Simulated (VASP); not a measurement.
Runs of VASP 6.6.1 on AsPb4. The structure is that of space group P6/mmm (No. 191), or close to it. The cells are those of the table. 

| task | cell | k mesh | cutoff (eV) | gap on the mesh (eV) | pressure (GPa) | largest force (eV/Å) |
| --- | --- | --- | --- | --- | --- | --- |
| single point | a = 4.254, b = 4.254, c = 9.130 Å, angles 90.0, 90.0, 120.0°, 5 atoms | 6 × 6 × 2 | 520 | none | 51.0 | 9.63 |
| relaxation of cell and atoms | relaxed from a = 4.254, b = 4.254, c = 9.130 Å, angles 90.0, 90.0, 120.0°, 5 atoms | 6 × 6 × 2 | 600 | none | 0.0 | 0.01 |
| single point | a = 5.587, b = 5.587, c = 8.652 Å, angles 90.0, 90.0, 120.0°, 5 atoms | 12 × 12 × 4 | 520 | none | 0.0 | (a) |
| single point | a = 5.522, b = 5.522, c = 8.943 Å, angles 90.0, 90.0, 120.0°, 5 atoms | 6 × 6 × 2 | 520 | none | 0.0 | - |

Alike in all rows: level PBE; potentials or basis VASP PAW PBE potentials, release 64 (As, Pb_d); no spin polarisation; smearing gaussian 0.1 eV.

Fill in the values left out.

(a) 0.02.

Caveats: spin-orbit coupling is left out, which moves the levels of the heavy elements; forces of over 1 eV/Å act on the atoms, so gaps and moduli don't describe the material at rest (some runs).

A k mesh can miss the band edges, and the runs leave out spin-orbit coupling on As, Pb.

A gap of «none» marks levels without a gap at the run's occupations.
